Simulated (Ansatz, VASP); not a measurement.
**Two plane-wave programs on MoS2**

```xyz
3
Lattice="3.1600 0.0000 0.0000 -1.5800 2.7366 0.0000 0.0000 0.0000 30.0600" Properties=species:S:1:pos:R:3 pbc="T T T"
S     1.5800    0.9122    9.0133
S     1.5800    0.9122   12.1167
Mo    0.0000    1.8244   10.5650
```

Alike in both runs: functional PBEsol; k mesh 12 × 12 × 1; occupations gaussian, width 0.02 eV; no spin polarisation.

Ansatz relaxed the structure, and its values are those at the end. VASP's run is a single point on that final structure, the one shown.

|  | VASP | Ansatz |
| --- | --- | --- |
| version | VASP 6.6.1 | Ansatz 0.2.0 |
| potentials or method | VASP PAW PBE potentials, release 64 (S, Mo_sv) | scalar-relativistic, plane waves, PAW |
| plane-wave cutoff (eV) | 520 | 420 |
| valence electrons in the cell | 26 | 26 |

|  | VASP | Ansatz | Ansatz less VASP |
| --- | --- | --- | --- |
| gap on the k mesh at the Fermi level (eV) | 1.73 | 1.72 | -0.012 |
| least direct gap on the mesh (eV) | 1.74 | 1.73 | -0.005 |

VASP's potentials were made for PBE, not for PBEsol. With one functional, cell and mesh, what is left measures potentials, basis and numerics. Ansatz's warnings: slab cell height set.
